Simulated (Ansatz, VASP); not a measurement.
**One calculation of Ge, two programs**

The input INCAR:

```
PREC = Accurate ; ENCUT = 520
EDIFF = 1E-7 ; ISMEAR = -1
SIGMA = 0.1 ; LREAL = False
LASPH = True ; NELM = 100
ALGO = Normal ; ISIF = 2
LWAVE = False ; LCHARG = False
GGA = RE ; NBANDS = 13
```

File KPOINTS:

```
regular mesh
0
Gamma
  14 14 14
```

Contents of POSCAR:

```
Ge
1.0
    0.0000000000      2.2076849556      2.2076849556
    2.2076849556      0.0000000000      2.2076849556
    2.2076849556      2.2076849556      0.0000000000
Ge
1
Direct
    0.0000000000      0.0000000000      0.0000000000
```

Input for Ansatz:

```yaml
crystal:
  lattice:
    - [0.0, 2.2076849556, 2.2076849556]
    - [2.2076849556, 0.0, 2.2076849556]
    - [2.2076849556, 2.2076849556, 0.0]
  atoms:
    - { symbol: Ge, position: [0.0, 0.0, 0.0] }
hamiltonian:
  xc: revpbe
  pseudopotentials:
    kind: paw
    azcp:
      Ge: "pseudopotentials/Ge.paw.azcp"
basis:
  ecutwfc: 420
  fft_grid_basis: typed
kpoints:
  mp_grid: { grid: [14, 14, 14], shift: [0, 0, 0] }
magnetization:
  spin_polarized: false
scf:
  occupations: { method: fermi_dirac, width: 0.1 }
  lower_state_search: "off"
output:
  stress: true
```

Alike in both runs: task single point; functional revPBE; k mesh 14 × 14 × 14; occupations fermi-dirac, width 0.1 eV; no spin polarisation.

|  | VASP | Ansatz |
| --- | --- | --- |
| version | VASP 6.6.1 | Ansatz 0.2.0 |
| potentials or method | VASP PAW PBE potentials, release 64 (Ge_d), cutoff 520 eV | plane waves (420 eV) with PAW, scalar-relativistic |
| valence electrons in the cell | 14 | 14 |

```tsv
	VASP	Ansatz	Ansatz less VASP
pressure (GPa)	-3.7	-3.7	0.00
```

VASP's potentials were made for PBE, not for revPBE.
